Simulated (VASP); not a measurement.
GaN, 4 atoms in the cell. The typed cell holds 4 atoms: a = 3.180 Å, b = 3.180 Å, c = 5.166 Å, α = 90.00°, β = 90.00°, γ = 120.00°.  This cell differs from its parent crystal: atoms moved at random.

- Program: VASP 6.6.1
- Task: single point
- Functional: PBE
- Potentials or basis: VASP PAW PBE potentials, release 64 (Ga_d, N)
- Cutoff: 520 eV
- k mesh: 10 × 10 × 5
- Occupations: fermi-dirac, width 0.05 eV
- Spin: no spin polarisation
- Dipole correction: no
- Further INCAR settings: ALGO = Normal; EDIFF = 1e-07; NBANDS = 26

Potentials or basis: VASP PAW PBE potentials, release 64 (Ga_d, N).

Run with:

```bash
$ cat potpaw_PBE.64/Ga_d/POTCAR potpaw_PBE.64/N/POTCAR > POTCAR
$ mpirun -np 1 vasp_std > vasp.out
```

Hardware: 1 thread of Intel Xeon 8259CL (shared host).

Problem. How long does it take, and how much memory?

Solution. Wall time 6.3 min on 1 thread of Intel Xeon 8259CL, on a shared host, peak memory 0.35 GiB. Counts: scf iterations 16, k points 252.
